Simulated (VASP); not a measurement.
WS2: single point with PBE+D3(BJ)

The system is WS2.

```
W S
1.0
     3.15381    0.00000    0.00000
    -1.57691    2.73128    0.00000
     0.00000    0.00000   12.14326
W S
2 4
Cartesian
  1.5769 0.9104 9.1074
  0.0000 1.8209 3.0358
  1.5769 0.9104 4.6107
  0.0000 1.8209 10.6823
  1.5769 0.9104 1.4609
  0.0000 1.8209 7.5326
```

```
Program                : VASP 6.6.1
Task                   : single point
Functional             : PBE
Dispersion             : D3(BJ)
Potentials or basis    : VASP PAW PBE potentials, release 64 (W_sv, S)
Cutoff                 : 520 eV
k mesh                 : 10 × 10 × 3
Occupations            : fermi-dirac, width 0.05 eV
Spin                   : no spin polarisation
Dipole correction      : no
Further INCAR settings : ALGO = Normal; EDIFF = 1e-06; NBANDS = 35
```

```yaml
Pressure: 0.0 GPa
Band_gap_on_the_k_mesh: 0.98 eV (least direct gap 2.15 eV)
Dispersion_energy_per_atom: -0.435 eV
```

Levels at points of the mesh, in eV from the valence-band top:
```csv
k point,band 23,band 24,band 25,band 26,band 27,band 28,band 29,band 30
"(0.00, 0.00, 0.00)",-2.20,-1.42,-1.28,0.00,2.26,2.26,2.28,2.28
"(0.50, 0.00, 0.00)",-2.03,-1.78,-1.78,-1.56,2.29,2.34,2.55,2.88
```

Run time: 47 s on 1 thread of Intel(R) Xeon(R) 6975P-C (Granite Rapids), with other jobs on the host, peak memory 0.26 GiB.

Caveat: spin-orbit coupling is left out, which moves the levels of the heavy elements; an odd mesh through Γ misses points on the zone boundary, where band edges can lie.
